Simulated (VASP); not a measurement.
Set up this calculation in VASP 6.6.1, as the native input.

```yaml
Task: single point
Functional: PBE
Dispersion: D3(BJ)
Potentials_or_basis: VASP PAW PBE potentials, release 64 (Te, Ti_sv)
Cutoff: 520 eV
k_mesh: 8 × 8 × 4
Occupations: fermi-dirac, width 0.05 eV
Spin: no spin polarisation
Dipole_correction: no
Further_INCAR_settings: ALGO = Normal; EDIFF = 1e-06; NBANDS = 19
```

The structure of TiTe2 lies in POSCAR:

```
TiTe2
1.0
    3.7050715833      0.0000000000      0.0000000000
   -1.8525357917      3.2086861140      0.0000000000
    0.0000000000      0.0000000000      6.3504087494
Te Ti
2 1
Direct
    0.3333333333      0.6666666667      0.7284333798
    0.6666666667      0.3333333333      0.2715666202
    0.0000000000      0.0000000000      0.0000000000
```

These files were run (other wordings do the same):

INCAR

```
SYSTEM = TiTe2
  PREC = Accurate
  ENCUT = 520
  EDIFF = 1E-6
  ISMEAR = -1
  SIGMA = 0.05
  LREAL = .FALSE.
  LASPH = .TRUE.
  NELM = 100
  ALGO = Normal
  ISIF = 2
  LWAVE = .FALSE.
  LCHARG = .FALSE.
  GGA = PE
  IVDW = 12
  NBANDS = 19
```

KPOINTS

```
regular mesh
0
G
  8 8 4
  0 0 0
```

Potentials or basis: VASP PAW PBE potentials, release 64 (Te, Ti_sv).

Launch:

```console
$ cat potpaw_PBE.64/Te/POTCAR potpaw_PBE.64/Ti_sv/POTCAR > POTCAR
$ mpirun -np 1 vasp_std > vasp.out
```

Results of the run:

| Item | Value |
| --- | --- |
| Pressure | 0.0 GPa |
| Largest force | 0.009 eV/Å |
| Band gap on the k mesh | zero (bands 12 and 13 overlap by 0.82 eV) |
| Dispersion energy per atom | -0.523 eV |

Caveat: spin-orbit coupling is left out, which moves the levels of the heavy elements.

Run time: 32 s on 1 thread of Intel(R) Xeon(R) Platinum 8488C (Sapphire Rapids), on a shared host, peak memory 0.22 GiB.
